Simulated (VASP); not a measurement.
# Ti3Al (P-6m2) in VASP: a series of runs, part 2 of 2

VASP 6.6.1. The steps go on from the part before.

### Step 3. Single point, PBE (17.16 Å³/atom)

The input, INCAR:

```
SYSTEM = Ti3Al
ALGO = Fast
EDIFF = 1E-7
ENCUT = 520
GGA = PE
ISIF = 2
ISMEAR = 0
LASPH = .True.
LCHARG = .True.
LELF = .True.
LREAL = .False.
LVHAR = .True.
LWAVE = .False.
NBANDS = 28
NELM = 100
PREC = Accurate
SIGMA = 0.15
```

The input, KPOINTS:

```
k-points
0
Gamma
  18 18 6
  0 0 0
```

The input, POSCAR:

```
Ti3Al
1.0
    3.1129601500      0.0000000000      0.0000000000
   -1.5564800750      2.6959025709      0.0000000000
    0.0000000000      0.0000000000      8.1768124260
Ti Al
3 1
Direct
    0.6666666667      0.3333333333      0.0000000000
    0.3333333333      0.6666666667      0.7504575700
    0.3333333333      0.6666666667      0.2495424300
    0.6666666667      0.3333333333      0.5000000000
```

Potentials or basis: VASP PAW PBE potentials, release 64 (Ti_sv, Al).

On the command line:

```bash
$ cat potpaw_PBE.64/Ti_sv/POTCAR potpaw_PBE.64/Al/POTCAR > POTCAR
$ mpirun -np 1 vasp_std > vasp.out
```

OUTCAR:

```text
SYSTEM = Ti3Al
   EDIFF = 1E-7
   ENCUT = 520
   GGA = PE
   ISIF = 2
   ISMEAR = 0
   LASPH = .True.
   LREAL = .False.
   NELM = 100
   PREC = Accurate

 ion  position               nearest neighbor table
   1  0.667  0.333  0.000-   2 2.72   3 2.72   2 2.72   3 2.72   2 2.72   3 2.72
   2  0.333  0.667  0.750-   1 2.72   1 2.72   1 2.72   4 2.72   4 2.72   4 2.72
   3  0.333  0.667  0.250-   1 2.72   1 2.72   1 2.72   4 2.72   4 2.72   4 2.72
   4  0.667  0.333  0.500-   2 2.72   3 2.72   2 2.72   3 2.72   2 2.72   3 2.72

  LATTYP: Found a hexagonal cell.
 ALAT       =     3.1129601500
 C/A-ratio  =     2.6267000000

  Lattice vectors:

 A1 = (   3.1129601500,   0.0000000000,   0.0000000000)
 A2 = (  -1.5564800750,   2.6959025709,   0.0000000000)
 A3 = (   0.0000000000,   0.0000000000,   8.1768124260)

Analysis of symmetry for initial positions (statically):
=====================================================================
 Subroutine PRICEL returns:
 Original cell was already a primitive cell.

[... 169 lines left out ...]
  ext. energy  EPLUGINS =         0.00000000
  ---------------------------------------------------
  free energy    TOTEN  =       -27.13705113 eV

  energy without entropy =      -27.09074952  energy(sigma->0) =      -27.11390032

 E-fermi :   7.9192     XC(G=0): -11.1678

 val. band max:        7.9163685447   @ k =   0.1111   0.0556   0.0000
 cond. band min:       7.9244600263   @ k =   0.2222   0.0556   0.0000
 fundamental gap:      0.0080914816
 Fermi energy:         7.9192486524

 k-point     1 :       0.0000    0.0000    0.0000
  band No.  band energies     occupation
      1     -48.8341      2.00000
      2     -48.7405      2.00000
      3     -48.6514      2.00000
      4     -25.4126      2.00000
      5     -25.0844      2.00000
      6     -24.9095      2.00000
[... 733 lines left out ...]
     27      10.8065      0.00000
     28      11.1985      0.00000

 [... further k-points ...]
[... 5 lines left out ...]
  --------------------------------------------------------------------------------------
  -------------------------------------------------------------------------------------
  Total       -2.0432931     -2.0432931      7.0616091      0.0000000      0.0000000     -0.0000000
  in kB      -47.7067097    -47.7067097    164.8741103      0.0000000      0.0000000     -0.0000000
  external PRESSURE =      23.1535636 kB  Pullay stress =       0.0000000 kB

 VOLUME and BASIS-vectors are now :
 -----------------------------------------------------------------------------
  energy-cutoff  :      520.00
  volume of cell :       68.62
      direct lattice vectors                 reciprocal lattice vectors
     3.112960150  0.000000000  0.000000000     0.321237649  0.185466643  0.000000000
    -1.556480075  2.695902571  0.000000000     0.000000000  0.370933286  0.000000000
     0.000000000  0.000000000  8.176812426     0.000000000  0.000000000  0.122297045

 POSITION                                       TOTAL-FORCE (eV/Angst)
 -----------------------------------------------------------------------------------
      1.55648      0.89863      0.00000        -0.000000     -0.000000      0.000000
     -0.00000      1.79727      6.13635         0.000000      0.000000      0.006587
     -0.00000      1.79727      2.04046         0.000000      0.000000     -0.006587
      1.55648      0.89863      4.08841         0.000000      0.000000      0.000000
 -----------------------------------------------------------------------------------
    total drift:                                0.000000     -0.000000      0.000000

  FREE ENERGIE OF THE ION-ELECTRON SYSTEM (eV)
  ---------------------------------------------------
  free  energy   TOTEN  =       -27.1370511253 eV

  energy  without entropy=      -27.0907495213  energy(sigma->0) =      -27.11390032
```

OSZICAR:

```text
N       E                     dE             d eps       ncg     rms          rms(c)
DAV:   1     0.472867716003E+03    0.47287E+03   -0.19621E+04  8288   0.162E+03
DAV:   2     0.270955416779E+02   -0.44577E+03   -0.43740E+03  8352   0.498E+02
DAV:   3    -0.249916132722E+02   -0.52087E+02   -0.50767E+02 14148   0.144E+02
[... 51 lines left out ...]
RMM:  55    -0.271370508181E+02   -0.98786E-07   -0.14333E-06  8916   0.413E-03    0.751E-03
RMM:  56    -0.271370509422E+02   -0.12413E-06   -0.13105E-06  8812   0.397E-03    0.768E-03
RMM:  57    -0.271370510398E+02   -0.97592E-07   -0.11648E-06  8822   0.377E-03    0.781E-03
RMM:  58    -0.271370510660E+02   -0.26163E-07   -0.10620E-06  8362   0.367E-03    0.741E-03
RMM:  59    -0.271370511253E+02   -0.59318E-07   -0.94161E-07  8023   0.349E-03
   1 F= -.27137051E+02 E0= -.27113900E+02  d E =-.463016E-01
```

stdout:

```text
POSCAR found type information on POSCAR TiAl
[... 51 lines left out ...]
 num prob WARNING in EDDRMM: call to ZHEGV failed, returncode =   6  3     15
 num prob  num prob WARNING in EDDRMM: call to ZHEGV failed, returncode =   6  3      4
 num prob  num prob  num prob  num prob  num prob  num prob  num prob  num prob  num prob  num prob  num prob  num prob  num prob  num prob  num prob  num prob  num prob  num prob RMM:  36    -0.271370408571E+02   -0.22148E-05   -0.26069E-05 12143   0.172E-02    0.976E-03
 num prob  num prob  num prob  num prob  num prob  num prob  num prob  num prob  num prob  num prob  num prob  num prob  num prob  num prob  num prob  num prob  num prob  num prob  num prob  num prob  num prob  num prob  num prob  num prob  num prob  num prob  num prob  num prob  num prob  num prob  num prob  num prob  num prob  num prob  num prob RMM:  37    -0.271370425357E+02   -0.16787E
```

Wall time 9.4 min (1 thread of Intel Xeon 6975P-C (Granite Rapids), shared host); peak memory 0.36 GiB.

What came out:

```yaml
Free_energy: -27.1371 eV
Pressure: 2.3 GPa
Largest_force: 0.007 eV/Å
Band_gap_on_the_k_mesh: zero (an odd number of electrons rules out a gap without spin polarisation)
```

Forces on the atoms (eV/Å):
```
Ti   0.000  0.000  0.000
Ti   0.000  0.000  0.007
Ti   0.000  0.000 -0.007
Al   0.000  0.000  0.000
```

Stress tensor (GPa, compression positive):
```
-4.77  0.00  0.00
 0.00 -4.77  0.00
 0.00  0.00 16.49
```

### Step 4. Single point, PBE (17.16 Å³/atom)

The input, INCAR:

```
SYSTEM = Ti3Al
  ALGO = Fast
  EDIFF = 1E-7
  ENCUT = 520
  GGA = PE
  ISIF = 2
  ISMEAR = 0
  LASPH = .True.
  LCHARG = .False.
  LREAL = .False.
  LWAVE = .False.
  NBANDS = 28
  NELM = 80
  PREC = Accurate
  SIGMA = 0.15
```

KPOINTS is that of step 3.

The input, POSCAR:

```
Ti3Al
1.0
    2.9895861744      0.0000000000      0.0000000000
   -1.4947930872      2.5890575738      0.0000000000
    0.0000000000      0.0000000000      8.8656178002
Ti Al
3 1
Direct
    0.6666666667      0.3333333333      0.0000000000
    0.3333333333      0.6666666667      0.7504575700
    0.3333333333      0.6666666667      0.2495424300
    0.6666666667      0.3333333333      0.5000000000
```

On the command line:

```bash
$ cat potpaw_PBE.64/Ti_sv/POTCAR potpaw_PBE.64/Al/POTCAR > POTCAR
$ mpirun -np 1 vasp_std > vasp.out
```

Wall time 11 min (1 thread of Intel Xeon 6975P-C (Granite Rapids), shared host); peak memory 0.36 GiB.

The run converged. Its results:

```yaml
Free_energy: -27.7074 eV
Pressure: 0.5 GPa
Largest_force: 0.080 eV/Å
Band_gap_on_the_k_mesh: zero (an odd number of electrons rules out a gap without spin polarisation)
```

Forces on the atoms (eV/Å):
```
Ti   0.000  0.000  0.000
Ti   0.000  0.000  0.080
Ti   0.000  0.000 -0.080
Al   0.000  0.000  0.000
```

Stress tensor (GPa, compression positive):
```
-2.72  0.00  0.00
 0.00 -2.72  0.00
 0.00  0.00  6.88
```

Levels at points of the mesh, in eV from the Fermi level:
| k point | band 17 | band 18 | band 19 | band 20 | band 21 | band 22 | band 23 | band 24 |
| --- | --- | --- | --- | --- | --- | --- | --- | --- |
| (0.00, 0.00, 0.00) | -0.30 | 0.69 | 0.69 | 0.77 | 0.77 | 0.88 | 1.07 | 1.19 |
| (0.50, 0.00, 0.00) | -1.42 | -1.04 | -0.60 | -0.37 | 0.66 | 1.04 | 1.25 | 1.54 |
| (0.00, 0.00, 0.50) | -0.66 | 0.70 | 0.70 | 0.76 | 0.76 | 0.78 | 1.12 | 1.21 |
| (0.50, 0.00, 0.50) | -1.45 | -1.15 | -0.80 | -0.19 | 0.61 | 1.07 | 1.26 | 1.71 |

### Step 5. Single point, PBE (18.07 Å³/atom)

This run uses another cell than the first one, of 18.07 Å³/atom.

The input, INCAR:

```
ALGO = Fast
EDIFF = 1E-7
ENCUT = 520
GGA = PE
ISIF = 2
ISMEAR = 0
LASPH = T
LCHARG = T
LELF = T
LREAL = F
LVHAR = T
LWAVE = F
NBANDS = 28
NELM = 60
PREC = Accurate
SIGMA = 0.15
```

The input, KPOINTS:

```
k-points
0
Gamma
  18 18 6
```

The input, POSCAR:

```
Ti3Al
1.0
    2.8054491452      0.0000000000      0.0000000000
   -1.4027245726      2.4295902288      0.0000000000
    0.0000000000      0.0000000000     10.6043172240
Ti Al
3 1
Direct
    0.6666666667      0.3333333333      0.0000000000
    0.3333333333      0.6666666667      0.7504575700
    0.3333333333      0.6666666667      0.2495424300
    0.6666666667      0.3333333333      0.5000000000
```

On the command line:

```bash
$ cat potpaw_PBE.64/Ti_sv/POTCAR potpaw_PBE.64/Al/POTCAR > POTCAR
$ mpirun -np 1 vasp_std > vasp.out
```

Run time: 12 min. Hardware: 1 thread of Intel Xeon Platinum 8488C (Sapphire Rapids), shared host; peak memory 0.38 GiB.

The run converged. Its results:

| Quantity | Value |
| --- | --- |
| Free energy | -27.1565 eV |
| Pressure | -4.6 GPa |
| Largest force | 0.381 eV/Å |
| Band gap on the k mesh | zero (an odd number of electrons rules out a gap without spin polarisation) |

Forces in eV/Å, atoms in the order of the input:
```
Ti   0.000  0.000  0.000
Ti   0.000  0.000 -0.381
Ti   0.000  0.000  0.381
Al   0.000  0.000  0.000
```

Stress tensor (GPa, compression positive):
```
  1.19   0.00   0.00
  0.00   1.19   0.00
  0.00   0.00 -16.23
```

Levels at points of the mesh, in eV from the Fermi level:
```tsv
k point	band 16	band 17	band 18	band 19	band 20	band 21	band 22	band 23	band 24	band 25
(0.00, 0.00, 0.00)	-2.83	-1.93	-0.50	-0.20	1.06	1.06	1.11	1.11	1.22	1.22
(0.50, 0.00, 0.00)	-2.01	-1.58	-1.45	-0.71	-0.45	0.95	1.01	1.65	2.05	2.16
(0.00, 0.00, 0.50)	-3.82	-1.76	-0.50	-0.19	1.06	1.06	1.11	1.11	1.22	1.22
(0.50, 0.00, 0.50)	-1.97	-1.66	-1.23	-1.18	0.35	0.43	0.68	1.64	2.19	2.34
```

Caveat: the cell stands under tension.

### Step 6. Single point, PBE (18.07 Å³/atom)

This run uses another cell than the first one, of 18.07 Å³/atom.

The input, INCAR:

```
PREC = Accurate
ENCUT = 520
EDIFF = 1E-7
ISMEAR = 0
SIGMA = 0.15
LREAL = False
LASPH = True
NELM = 100
ALGO = Fast
ISIF = 2
LWAVE = False
LCHARG = False
GGA = PE
NBANDS = 28
```

The input, KPOINTS:

```
Automatic mesh
0
Gamma
  18 18 6
```

The input, POSCAR:

```
Ti3Al
1.0
    2.9212407773      0.0000000000      0.0000000000
   -1.4606203887      2.5298687238      0.0000000000
    0.0000000000      0.0000000000      9.7803141226
Ti Al
3 1
Direct
    0.6666666667      0.3333333333      0.0000000000
    0.3333333333      0.6666666667      0.7504575700
    0.3333333333      0.6666666667      0.2495424300
    0.6666666667      0.3333333333      0.5000000000
```

Potentials or basis: VASP PAW PBE potentials, release 64 (Ti_sv, Al).

On the command line:

```bash
$ cat potpaw_PBE.64/Ti_sv/POTCAR potpaw_PBE.64/Al/POTCAR > POTCAR
$ mpirun -np 1 vasp_std > vasp.out
```

It took 13 min on 1 thread of Intel Xeon Platinum 8488C (Sapphire Rapids), shared host; peak memory 0.38 GiB.

It converged, with:

```
Free energy            : -27.6492 eV
Pressure               : -5.4 GPa
Largest force          : 0.093 eV/Å
Band gap on the k mesh : zero (an odd number of electrons rules out a gap without spin polarisation)
```

Forces in eV/Å, atoms in the order of the input:
```
Ti   0.000  0.000  0.000
Ti   0.000  0.000 -0.093
Ti   0.000  0.000  0.093
Al   0.000  0.000  0.000
```

Stress tensor (GPa, compression positive):
```
 -2.74   0.00   0.00
  0.00  -2.74   0.00
  0.00   0.00 -10.69
```

Levels at points of the mesh, in eV from the Fermi level:
```
           k point  band 18  band 19  band 20  band 21  band 22  band 23
(0.00, 0.00, 0.00)     0.09     0.38     0.90     0.90     0.98     0.98
(0.50, 0.00, 0.00)    -1.23    -0.64    -0.43     0.91     0.96     1.11
(0.00, 0.00, 0.50)     0.08     0.41     0.90     0.90     0.98     0.98
(0.50, 0.00, 0.50)    -1.15    -0.97     0.04     0.66     0.84     1.09
```

Caveat: the cell stands under tension.

### Step 7. The runs side by side

```tsv
cell	gap on the mesh (eV)	pressure (GPa)	largest force (eV/Å)
a = 2.871, b = 2.871, c = 9.612 Å, angles 90.0, 90.0, 120.0°, 4 atoms	none	-0.4	0.15
a = 3.113, b = 3.113, c = 8.177 Å, angles 90.0, 90.0, 120.0°, 4 atoms	none	2.3	0.01
a = 2.990, b = 2.990, c = 8.866 Å, angles 90.0, 90.0, 120.0°, 4 atoms	none	0.5	0.08
a = 2.805, b = 2.805, c = 10.604 Å, angles 90.0, 90.0, 120.0°, 4 atoms	none	-4.6	0.38
a = 2.921, b = 2.921, c = 9.780 Å, angles 90.0, 90.0, 120.0°, 4 atoms	none	-5.4	0.09
```

Alike in all rows: task single point; level PBE; potentials or basis VASP PAW PBE potentials, release 64 (Ti_sv, Al); no spin polarisation; k mesh 18 × 18 × 6; cutoff (eV) 520; smearing gaussian 0.15 eV.

Caveats: the cell stands under tension (at least some runs).

Total energies depend on the potentials used, so only differences within one code and one set of settings carry meaning.
